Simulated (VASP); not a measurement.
TaN (sol): single point with PBEsol

TaN (sol):

```
CELL_PARAMETERS angstrom
2.92415 0.00000 0.00000
-1.46208 2.53239 0.00000
0.00000 0.00000 2.86993
ATOMIC_POSITIONS crystal
Ta 0.00000 0.00000 0.50000
N 0.66667 0.33333 0.00000
```

| Item | Value |
| --- | --- |
| Program | VASP 6.6.1 |
| Task | single point |
| Functional | PBEsol |
| Potentials or basis | VASP PAW PBE potentials, release 64 (Ta_pv, N) |
| Cutoff | 520 eV |
| k mesh | 18 × 18 × 14 |
| Occupations | fermi-dirac, width 0.15 eV |
| Spin | no spin polarisation |

```json
{
  "Pressure": "0.9 GPa",
  "Band gap on the k mesh": "zero (band 8 reaches 8.48 eV, above the bottom of band 9 at 8.13 eV)"
}
```

Stress tensor (GPa, compression positive):
```
0.83 0.00 0.00
0.00 0.83 0.00
0.00 0.00 1.07
```

Levels at points of the mesh, in eV from the Fermi level:
| k point | band 6 | band 7 | band 8 | band 9 | band 10 | band 11 |
| --- | --- | --- | --- | --- | --- | --- |
| (0.00, 0.00, 0.00) | -4.65 | -4.32 | -2.95 | 2.29 | 3.64 | 3.64 |
| (0.50, 0.00, 0.00) | -5.30 | -3.59 | -3.22 | 3.01 | 4.10 | 5.26 |
| (0.00, 0.00, 0.50) | -3.82 | -3.82 | -0.13 | -0.13 | 2.45 | 3.32 |
| (0.50, 0.00, 0.50) | -6.28 | -5.80 | -0.35 | 4.23 | 5.45 | 6.17 |

Run time: 89 s on 1 thread of AMD EPYC 7R43 64-Core Processor (Zen 3), on a shared host, peak memory 0.18 GiB.

Caveat: the PAW data sets were made with another functional, which shifts forces and pressure a little; spin-orbit coupling is left out, which moves the levels of the heavy elements.
